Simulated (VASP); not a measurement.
# Sn (P6/mmm) in VASP: further runs

Sn is run at these levels: LDA; tasks: single point.

Everything below comes from runs of VASP 6.6.1. Logs are shortened: lines on timing, memory, paths and dates and some standing lists are left out, and cuts for length are marked.

### Step 1. The cell of the first run

The structure is hexagonal, space group P6/mmm (No. 191). The conventional cell has a = 5.266 Å, b = 5.266 Å, c = 3.206 Å, α = 90.00°, β = 90.00°, γ = 120.00°. Sn (site symmetry 6/mmm) has 14 Sn at 3.21 to 3.44 Å within 4.2 Å. Sn (site symmetry -6m2) has 11 Sn at 3.04 to 3.44 Å within 4.0 Å.

This isn't the form of Sn at room conditions, which is tetragonal (white tin).

### Step 2. Single point, LDA

Input file INCAR:

```
PREC = Accurate
ENCUT = 520
EDIFF = 1E-6
ISMEAR = -1
SIGMA = 0.1
LREAL = F
LASPH = T
NELM = 100
ALGO = Normal
ISIF = 2
LWAVE = F
LCHARG = T
LELF = T
LVHAR = T
NBANDS = 28
```

Input file KPOINTS:

```
Automatic mesh
0
Gamma
  7 7 10
```

Input file POSCAR:

```
Sn
1.0
    5.2656401989      0.0000000000      0.0000000000
   -2.6328200994      4.5601781794      0.0000000000
    0.0000000000      0.0000000000      3.2063619862
Sn
3
Direct
    1.0000000000      0.0000000000      0.0000000000
    0.3333333333      0.6666666667      0.5000000000
    0.6666666667      0.3333333333      0.5000000000
```

Potentials or basis: VASP PAW LDA potentials, release 64 (Sn_d).

On the command line:

```
cat potpaw_LDA.64/Sn_d/POTCAR > POTCAR
mpirun -np 1 vasp_std > vasp.out
```

OUTCAR:

```text
PREC = Accurate
   ENCUT = 520
   EDIFF = 1E-6
   ISMEAR = -1
   LREAL = F
   LASPH = T
   NELM = 100
   ISIF = 2

 ion  position               nearest neighbor table
   1  0.000  0.000  0.000-   2 3.44   3 3.44   2 3.44   3 3.44   2 3.44   2 3.44   3 3.44   3 3.44
                             3 3.44   3 3.44   2 3.44   2 3.44
   2  0.333  0.667  0.500-   3 3.04   3 3.04   3 3.04   1 3.44   1 3.44   1 3.44   1 3.44   1 3.44
                             1 3.44
   3  0.667  0.333  0.500-   2 3.04   2 3.04   2 3.04   1 3.44   1 3.44   1 3.44   1 3.44   1 3.44
                             1 3.44

  LATTYP: Found a hexagonal cell.
 ALAT       =     5.2656401989
 C/A-ratio  =     0.6089215869

  Lattice vectors:

 A1 = (   5.2656401989,   0.0000000000,   0.0000000000)
 A2 = (  -2.6328200994,   4.5601781794,   0.0000000000)
 A3 = (   0.0000000000,   0.0000000000,   3.2063619862)

Analysis of symmetry for initial positions (statically):
=====================================================================
 Subroutine PRICEL returns:
 Original cell was already a primitive cell.

 Routine SETGRP: Setting up the symmetry group for a
 hexagonal supercell.

 Subroutine GETGRP returns: Found 24 space group operations
 (whereof 24 operations were pure point group operations)
 out of a pool of 24 trial point group operations.

The static configuration has the point symmetry D_6h.

Analysis of symmetry for dynamics (positions and initial velocities):
=====================================================================
 Subroutine PRICEL returns:
 Original cell was already a primitive cell.

 Routine SETGRP: Setting up the symmetry group for a
 hexagonal supercell.

 Subroutine GETGRP returns: Found 24 space group operations
 (whereof 24 operations were pure point group operations)
 out of a pool of 24 trial point group operations.

The dynamic configuration has the point symmetry D_6h.

 Subroutine INISYM returns: Found 24 space group operations
 (whereof 24 operations are pure point group operations),
 and found     1 'primitive' translations

----------------------------------------------------------------------------------------

                                     Primitive cell

  volume of cell :      76.9920

  direct lattice vectors                    reciprocal lattice vectors
     5.265640199  0.000000000  0.000000000     0.189910431  0.109644838  0.000000000
    -2.632820099  4.560178179  0.000000000     0.000000000  0.219289677  0.000000000
     0.000000000  0.000000000  3.206361986     0.000000000  0.000000000  0.311879945

  length of vectors
     5.265640199  5.265640199  3.206361986     0.219289677  0.219289677  0.311879945

  position of ions in fractional coordinates (direct lattice)
     0.000000000  0.000000000  0.000000000
     0.333333333  0.666666667  0.500000000
     0.666666667  0.333333333  0.500000000

  ion indices of the primitive-cell ions
   primitive index   ion index
                 1           1
                 2           2
                 3           3

----------------------------------------------------------------------------------------

 KPOINTS: Automatic mesh

Automatic generation of k-mesh.
 Grid dimensions read from file:
 generate k-points for:    7    7   10

 Generating k-lattice:

  Cartesian coordinates                     Fractional coordinates (reciprocal lattice)
     0.027130062  0.015663548  0.000000000     0.142857143  0.000000000  0.000000000
     0.000000000  0.031327097  0.000000000     0.000000000  0.142857143  0.000000000
     0.000000000  0.000000000  0.031187995     0.000000000  0.000000000  0.100000000

  Length of vectors
     0.031327097  0.031327097  0.031187995

  Shift w.r.t. Gamma in fractional coordinates (k-lattice)
     0.000000000  0.000000000  0.000000000

 Subroutine IBZKPT returns following result:
 ===========================================

 Found     48 irreducible k-points:

 Following reciprocal coordinates:
            Coordinates               Weight
  0.000000  0.000000  0.000000      1.000000
  0.142857  0.000000  0.000000      6.000000
  0.285714  0.000000  0.000000      6.000000
  0.428571  0.000000  0.000000      6.000000
  0.142857  0.142857  0.000000      6.000000
  0.285714  0.142857  0.000000     12.000000
[... 16 lines left out ...]
  0.428571  0.142857  0.200000     12.000000
  0.285714  0.285714  0.200000     12.000000
 [... further k-points ...]
   k-points           NKPTS =     48   k-points in BZ     NKDIM =     48   number of bands    NBANDS=     28
   number of dos      NEDOS =    301   number of ions     NIONS =      3
   total plane-waves  NPLWV =  38400
   dimension x,y,z NGX =    40 NGY =   40 NGZ =   24
   dimension x,y,z NGXF=    80 NGYF=   80 NGZF=   48
   ions per type =               3
   NGX,Y,Z   is equivalent  to a cutoff of  12.63, 12.63, 12.44 a.u.
   NGXF,Y,Z  is equivalent  to a cutoff of  25.26, 25.26, 24.89 a.u.
 SYSTEM =  unknown system
   PREC   = accura    normal or accurate (medium, high low for compatibility)
   ISTART =      0    job   : 0-new  1-cont  2-samecut
   ICHARG =      2    charge: 1-file 2-atom 10-const
   ISPIN  =      1    spin polarized calculation?
   LNONCOLLINEAR =      F non collinear calculations
   LSORBIT =      F    spin-orbit coupling
   LASPH  =      T    aspherical Exc in radial PAW
   ENCUT  =  520.0 eV  38.22 Ry    6.18 a.u.   9.79  9.79  5.96*2*pi/ulx,y,z
   NELM   =    100;   NELMIN=  2; NELMDL= -5     # of ELM steps
   EDIFF  = 0.1E-05   stopping-criterion for ELM
   LREAL  =      F    real-space projection
   EDIFFG = 0.1E-04   stopping-criterion for IOM
   NSW    =      0    number of steps for IOM
   IBRION =     -1    ionic relax: 0-MD 1-quasi-New 2-CG
   NFREE  =      0    steps in history (QN), initial steepest desc. (CG)
   ISIF   =      2    stress and relaxation
   ISYM   =      2    0-nonsym 1-usesym 2-fastsym
   POTIM  = 0.5000    time-step for ionic-motion
   TEBEG  =    0.0;   TEEND  =   0.0 temperature during run
   PSTRESS=    0.0 pullay stress
   NELECT =      42.0000    total number of electrons
   NUPDOWN=      -1.0000    fix difference up-down
   EMIN   =  10.00;   EMAX   =-10.00  energy-range for DOS
   EFERMI =   0.00;   METHOD = LEGACY
   ISMEAR =    -1;   SIGMA  =   0.10  broadening in eV -4-tet -1-fermi 0-gaus
   EFERMI_NEDOS =   21; number of points for ismear=-14 and -15
   IALGO  =     38    algorithm
   IMIX   =      4    mixing-type and parameters
     AMIX     =   0.40;   BMIX     =  1.00
     AMIX_MAG =   1.60;   BMIX_MAG =  1.00
  volume/ion in A,a.u.               =      25.66       173.19
  Fermi-wavevector in a.u.,A,eV,Ry     =   1.337651  2.527793 24.345035  1.789310
  Thomas-Fermi vector in A             =   2.466183
   LORBIT       =      0    0 simple, 1 ext, 2 COOP (PROOUT), +10 PAW based schemes
   GGA     = CA    functional components
   LHFCALC =     F    Hartree Fock is set to
   AEXX    =    0.0000 exact exchange contribution
   IVDW    =     0    specifies the selected vdW correction
   LEPSILON=     F    determine dielectric tensor
   LRPA    =     F    only Hartree local field effects (RPA)
 non-spin polarized calculation
  energy-cutoff  :      520.00
  volume of cell :       76.99
 maximum number of plane-waves:      2102
 NGX is ok and might be reduce to    40
   NGX = 19   NGY = 19   NGZ = 11

 number of electron      42.0000015 magnetization

 Free energy of the ion-electron system (eV)
  ---------------------------------------------------
  ext. energy  EPLUGINS =         0.00000000
  ---------------------------------------------------
  free energy    TOTEN  =       -13.33232896 eV

  energy without entropy =      -13.28092942  energy(sigma->0) =      -13.30662919

 E-fermi :   8.6142     XC(G=0): -10.8684

 val. band max:        8.6010655645   @ k =   0.2857   0.1429   0.3000
 cond. band min:       8.6237891720   @ k =   0.2857   0.0000   0.2000
 fundamental gap:      0.0227236076
 Fermi energy:         8.6141701321

 k-point     1 :       0.0000    0.0000    0.0000
  band No.  band energies     occupation
      1     -13.0880      2.00000
      2     -12.9880      2.00000
      3     -12.9877      2.00000
      4     -12.9877      2.00000
      5     -12.9292      2.00000
      6     -12.9292      2.00000
[... 20 lines left out ...]
     27      16.9625      0.00000
     28      17.0671      0.00000

 k-point     2 :       0.1429    0.0000    0.0000
  band No.  band energies     occupation
      1     -13.0855      2.00000
      2     -12.9919      2.00000
      3     -12.9896      2.00000
      4     -12.9847      2.00000
      5     -12.9317      2.00000
      6     -12.9294      2.00000
[... 20 lines left out ...]
     27      16.5257      0.00000
     28      16.7205      0.00000

 k-point     3 :       0.2857    0.0000    0.0000
  band No.  band energies     occupation
      1     -13.0800      2.00000
      2     -13.0071      2.00000
      3     -12.9938      2.00000
      4     -12.9788      2.00000
      5     -12.9385      2.00000
      6     -12.9368      2.00000
[... 20 lines left out ...]
     27      15.8102      0.00000
     28      16.2313      0.00000

 k-point     4 :       0.4286    0.0000    0.0000
  band No.  band energies     occupation
      1     -13.0757      2.00000
      2     -13.0243      2.00000
      3     -12.9970      2.00000
      4     -12.9748      2.00000
      5     -12.9481      2.00000
      6     -12.9477      2.00000
[... 578 lines left out ...]
     27      14.3112      0.00000
     28      16.3424      0.00000

 k-point    23 :       0.4286    0.1429    0.2000
  band No.  band energies     occupation
      1     -13.0080      2.00000
      2     -12.9999      2.00000
      3     -12.9979      2.00000
      4     -12.9884      2.00000
      5     -12.9606      2.00000
      6     -12.9436      2.00000
[... 20 lines left out ...]
     27      13.8462      0.00000
     28      15.9215      0.00000

 k-point    24 :       0.2857    0.2857    0.2000
  band No.  band energies     occupation
      1     -13.0033      2.00000
      2     -13.0028      2.00000
      3     -13.0002      2.00000
      4     -12.9818      2.00000
      5     -12.9616      2.00000
      6     -12.9526      2.00000
[... 20 lines left out ...]
     27      14.4966      0.00000
     28      17.2586      0.00000

 [... further k-points ...]

------------------------ aborting loop because EDIFF is reached ----------------------------------------

  FORCE on cell =-STRESS in cart. coord.  units (eV):
  Direction    XX          YY          ZZ          XY          YZ          ZX
  --------------------------------------------------------------------------------------
  -------------------------------------------------------------------------------------
  Total        0.0384778      0.0384778      0.0224506      0.0000000      0.0000000     -0.0000000
  in kB        0.8007092      0.8007092      0.4671884      0.0000000      0.0000000     -0.0000000
  external PRESSURE =       0.6895356 kB  Pullay stress =       0.0000000 kB

 VOLUME and BASIS-vectors are now :
 -----------------------------------------------------------------------------
  energy-cutoff  :      520.00
  volume of cell :       76.99
      direct lattice vectors                 reciprocal lattice vectors
     5.265640199  0.000000000  0.000000000     0.189910431  0.109644838  0.000000000
    -2.632820099  4.560178179  0.000000000     0.000000000  0.219289677  0.000000000
     0.000000000  0.000000000  3.206361986     0.000000000  0.000000000  0.311879945

 POSITION                                       TOTAL-FORCE (eV/Angst)
 -----------------------------------------------------------------------------------
      0.00000      0.00000      0.00000        -0.000000      0.000000     -0.000000
     -0.00000      3.04012      1.60318        -0.000000      0.000000     -0.000000
      2.63282      1.52006      1.60318         0.000000     -0.000000      0.000000
 -----------------------------------------------------------------------------------
    total drift:                               -0.000000      0.000000      0.000000

  FREE ENERGIE OF THE ION-ELECTRON SYSTEM (eV)
  ---------------------------------------------------
  free  energy   TOTEN  =       -13.3323289565 eV

  energy  without entropy=      -13.2809294198  energy(sigma->0) =      -13.30662919
```

It took 59 s on 1 thread of Intel Xeon Platinum 8259CL at 2.50GHz (Skylake/Cascade Lake), shared host; peak memory 0.2 GiB.

Results:

```yaml
Free_energy: -13.3323 eV
Pressure: 0.1 GPa
Band_gap_on_the_k_mesh: zero (bands 21 and 22 overlap by 4.67 eV)
```

Caveat: spin-orbit coupling is left out, which moves the levels of the heavy elements.

### Step 3. Single point, LDA (22.58 Å³/atom)

This run uses another cell than the first one, of 22.58 Å³/atom.

Input file INCAR:

```
SYSTEM = Sn
PREC = Accurate
ENCUT = 520
EDIFF = 1E-6
ISMEAR = -1
SIGMA = 0.1
LREAL = .False.
LASPH = .True.
NELM = 100
ALGO = Normal
ISIF = 2
LWAVE = .False.
LCHARG = .True.
LELF = .True.
LVHAR = .True.
NBANDS = 28
```

Input file KPOINTS:

```
Automatic mesh
0
Gamma
  8 8 11
  0 0 0
```

Input file POSCAR:

```
Sn
1.0
    5.0459786018      0.0000000000      0.0000000000
   -2.5229893009      4.3699456561      0.0000000000
    0.0000000000      0.0000000000      3.0726052979
Sn
3
Direct
    1.0000000000      0.0000000000      0.0000000000
    0.3333333333      0.6666666667      0.5000000000
    0.6666666667      0.3333333333      0.5000000000
```

Potentials or basis: VASP PAW LDA potentials, release 64 (Sn_d).

On the command line:

```
cat potpaw_LDA.64/Sn_d/POTCAR > POTCAR
mpirun -np 1 vasp_std > vasp.out
```

It took 94 s on 1 thread of Intel Xeon Platinum 8259CL at 2.50GHz (Skylake/Cascade Lake), shared host; peak memory 0.21 GiB.

Results (log left out):

```yaml
Free_energy: -13.0179 eV
Pressure: 10.7 GPa
Band_gap_on_the_k_mesh: zero (bands 21 and 22 overlap by 5.06 eV)
```

Stress tensor (GPa, compression positive):
```
12.27  0.00  0.00
 0.00 12.27  0.00
 0.00  0.00  7.50
```

Levels at points of the mesh, in eV from the Fermi level:
| k point | band 19 | band 20 | band 21 | band 22 | band 23 | band 24 |
| --- | --- | --- | --- | --- | --- | --- |
| (0.00, 0.00, 0.00) | -3.18 | -3.18 | -3.07 | -3.07 | 3.30 | 7.27 |
| (0.50, 0.00, 0.00) | -5.47 | 1.63 | 1.77 | 3.04 | 3.24 | 4.76 |

Caveat: the cell stands under pressure; spin-orbit coupling is left out, which moves the levels of the heavy elements.
